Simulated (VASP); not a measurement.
# Ge (Fddd) in VASP: a series of runs, part 2 of 2

VASP 6.6.1.

### 3 Single point, PBE (strain +0.0250 x Voigt [1, -1, 0, 0, 0, 0])

INCAR reads:

```
PREC     = Accurate       # precision mode
ENCUT    = 520            # plane-wave cutoff, eV
EDIFF    = 1E-6           # SCF threshold, eV
ISMEAR   = 0              # smearing method
SIGMA    = 0.15           # smearing width, eV
LREAL    = False          # projectors in reciprocal space
LASPH    = True           # aspherical terms in the spheres
NELM     = 80             # most SCF steps
ALGO     = Normal         # electronic algorithm
ISIF     = 2              # what is computed and relaxed
LWAVE    = False          # write WAVECAR
LCHARG   = False          # write CHGCAR
GGA      = PE             # functional
NBANDS   = 21             # bands
```

KPOINTS reads:

```
regular mesh
0
Gamma
  14 14 14
```

POSCAR reads:

```
Ge
1.0
    0.0000000000      2.7580507500      2.8287700000
    2.8994892500      0.0000000000      2.8287700000
    2.8994892500      2.7580507500      0.0000000000
Ge
2
Direct
    0.5000000000      0.5000000000      0.5000000000
    0.7500000000      0.7500000000      0.7500000000
```

Potentials or basis: VASP PAW PBE potentials, release 64 (Ge_d).

Command:

```sh
cat potpaw_PBE.64/Ge_d/POTCAR > POTCAR
mpirun -np 1 vasp_std > vasp.out
```

OUTCAR:

```text
PREC = Accurate
   ENCUT = 520
   EDIFF = 1E-6
   ISMEAR = 0
   LREAL = False
   LASPH = True
   NELM = 80
   ISIF = 2
   GGA = PE

 ion  position               nearest neighbor table
   1  0.500  0.500  0.500-   2 2.45   2 2.45   2 2.45   2 2.45
   2  0.750  0.750  0.750-   1 2.45   1 2.45   1 2.45   1 2.45

  LATTYP: Found a face centered orthorhombic cell.
 ALAT       =     5.5161015000
 B/A-ratio  =     1.0256410256
 C/A-ratio  =     1.0512820513

  Lattice vectors:

 A1 = (  -2.8994892500,   0.0000000000,  -2.8287700000)
 A2 = (  -2.8994892500,   2.7580507500,   0.0000000000)
 A3 = (   0.0000000000,   2.7580507500,  -2.8287700000)

Analysis of symmetry for initial positions (statically):
=====================================================================
 Subroutine PRICEL returns:
 Original cell was already a primitive cell.

 Routine SETGRP: Setting up the symmetry group for a
 face centered orthorhombic supercell.

[... 163 lines left out ...]
  ext. energy  EPLUGINS =         0.00000000
  ---------------------------------------------------
  free energy    TOTEN  =        -8.99660006 eV

  energy without entropy =       -8.99597945  energy(sigma->0) =       -8.99628976

 E-fermi :   5.0913     XC(G=0):  -9.9313

 val. band max:        5.0236132403   @ k =   0.0000   0.0000   0.0000
 cond. band min:       5.1521790730   @ k =   0.5000   0.0000   0.0000
 fundamental gap:      0.1285658327
 Fermi energy:         5.0913058556

 k-point     1 :       0.0000    0.0000    0.0000
  band No.  band energies     occupation
      1     -19.8223      2.00000
      2     -19.8159      2.00000
      3     -19.8103      2.00000
      4     -19.7818      2.00000
      5     -19.7781      2.00000
      6     -19.5805      2.00000
[... 565 lines left out ...]
     20      14.2730      0.00000
     21      14.8335      0.00000

 [... further k-points ...]

------------------------ aborting loop because EDIFF is reached ----------------------------------------

  FORCE on cell =-STRESS in cart. coord.  units (eV):
  Direction    XX          YY          ZZ          XY          YZ          ZX
  --------------------------------------------------------------------------------------
  -------------------------------------------------------------------------------------
  Total        0.5092534      1.5008636      1.0660991      0.0000000      0.0000000      0.0000000
  in kB       18.0340425     53.1496516     37.7534611      0.0000000      0.0000000      0.0000000
  external PRESSURE =      36.3123851 kB  Pullay stress =       0.0000000 kB

 VOLUME and BASIS-vectors are now :
 -----------------------------------------------------------------------------
  energy-cutoff  :      520.00
  volume of cell :       45.24
      direct lattice vectors                 reciprocal lattice vectors
     0.000000000  2.758050750  2.828770000    -0.172444164  0.181287455  0.176755268
     2.899489250  0.000000000  2.828770000     0.172444164 -0.181287455  0.176755268
     2.899489250  2.758050750  0.000000000     0.172444164  0.181287455 -0.176755268

 POSITION                                       TOTAL-FORCE (eV/Angst)
 -----------------------------------------------------------------------------------
      2.89949      2.75805      2.82877         0.000000      0.000000     -0.000000
      4.34923      4.13708      4.24315        -0.000000     -0.000000      0.000000
 -----------------------------------------------------------------------------------
    total drift:                                0.000000     -0.000000     -0.000000

  FREE ENERGIE OF THE ION-ELECTRON SYSTEM (eV)
  ---------------------------------------------------
  free  energy   TOTEN  =        -8.9966000597 eV

  energy  without entropy=       -8.9959794531  energy(sigma->0) =       -8.99628976
```

stdout:

```text
POSCAR found type information on POSCAR Ge
 POSCAR found :  1 types and       2 ions
 scaLAPACK will be used
 LDA part: xc-table for (Slater+PW92), standard interpolation
 POSCAR, INCAR and KPOINTS ok, starting setup
 FFT: planning ... GRIDC
 FFT: planning ... GRID_SOFT
 FFT: planning ... GRID
 WAVECAR not read
 entering main loop
```

Wall time 4.5 min (1 thread of Oxide Virtual Turin-like, shared host); peak memory 0.38 GiB.

Results:

```yaml
Free_energy: -8.9966 eV
Pressure: 3.6 GPa
Band_gap_on_the_k_mesh: 0.13 eV, indirect (least direct gap 0.17 eV)
```

Levels at points of the mesh, in eV from the valence-band top:
```csv
k point,band 11,band 12,band 13,band 14,band 15,band 16,band 17,band 18
"(0.00, 0.00, 0.00)",-12.80,-0.22,-0.01,0.00,0.17,2.42,2.54,2.66
"(0.50, 0.00, 0.00)",-10.71,-7.62,-1.62,-1.23,0.13,3.61,3.88,7.13
"(0.50, 0.50, 0.00)",-8.91,-8.91,-3.09,-3.09,0.73,0.73,9.36,9.36
"(0.50, 0.00, 0.50)",-8.79,-8.79,-3.27,-3.27,0.54,0.54,9.48,9.48
"(0.00, 0.50, 0.50)",-9.03,-9.03,-2.92,-2.92,0.93,0.93,9.43,9.43
```

Caveat: the cell differs from its parent crystal (strain +0.0250 x Voigt [1, -1, 0, 0, 0, 0]). A k mesh can miss the band edges.

### 4 Single point, PBE (strain +0.0375 x Voigt [1, -1, 0, 0, 0, 0])

INCAR reads:

```
SYSTEM = Ge
PREC = Accurate
ENCUT = 520
EDIFF = 1E-6
ISMEAR = 0
SIGMA = 0.15
LREAL = .FALSE.
LASPH = .TRUE.
NELM = 100
ALGO = Normal
ISIF = 2
LWAVE = .FALSE.
LCHARG = .FALSE.
GGA = PE
NBANDS = 21
```

KPOINTS reads:

```
Automatic mesh
0
G
  14 14 14
  0 0 0
```

POSCAR reads:

```
Ge
1.0
    0.0000000000      2.7226911250      2.8287700000
    2.9348488750      0.0000000000      2.8287700000
    2.9348488750      2.7226911250      0.0000000000
Ge
2
Direct
    0.5000000000      0.5000000000      0.5000000000
    0.7500000000      0.7500000000      0.7500000000
```

Command:

```sh
cat potpaw_PBE.64/Ge_d/POTCAR > POTCAR
mpirun -np 1 vasp_std > vasp.out
```

Run time: 10 min. Hardware: 1 thread of Oxide Virtual Turin-like, shared host; peak memory 0.38 GiB.

Results (log left out):

```
Free energy            : -8.9804 eV
Pressure               : 3.7 GPa
Band gap on the k mesh : 0.06 eV, indirect (least direct gap 0.26 eV)
```

Stress tensor (GPa, compression positive):
```
0.91 0.00 0.00
0.00 6.13 0.00
0.00 0.00 4.01
```

Levels at points of the mesh, in eV from the valence-band top:
```tsv
k point	band 12	band 13	band 14	band 15	band 16	band 17
(0.00, 0.00, 0.00)	-0.36	-0.05	-0.03	0.23	2.34	2.53
(0.50, 0.00, 0.00)	-7.65	-1.75	-1.17	0.06	3.54	3.94
(0.50, 0.50, 0.00)	-8.94	-3.11	-3.11	0.71	0.71	9.17
(0.50, 0.00, 0.50)	-8.76	-3.38	-3.38	0.41	0.41	9.41
(0.00, 0.50, 0.50)	-9.12	-2.86	-2.86	1.01	1.01	9.34
```

Caveat: the cell differs from its parent crystal (strain +0.0375 x Voigt [1, -1, 0, 0, 0, 0]).

### 5 Overview

| cell | gap on the mesh (eV) | pressure (GPa) |
| --- | --- | --- |
| a = 4.102, b = 3.902, c = 4.005 Å, angles 62.5, 57.5, 60.0°, 2 atoms | none | 3.8 |
| a = 3.951, b = 4.051, c = 4.002 Å, angles 58.8, 61.2, 60.0°, 2 atoms | 0.13 | 3.6 |
| a = 3.926, b = 4.076, c = 4.003 Å, angles 58.1, 61.9, 60.0°, 2 atoms | 0.06 | 3.7 |

Alike in all rows: task single point; level PBE; potentials or basis VASP PAW PBE potentials, release 64 (Ge_d); no spin polarisation; k mesh 14 × 14 × 14; cutoff (eV) 520; smearing gaussian 0.15 eV.

Total energies depend on the potentials used, so only differences within one code and one set of settings carry meaning.
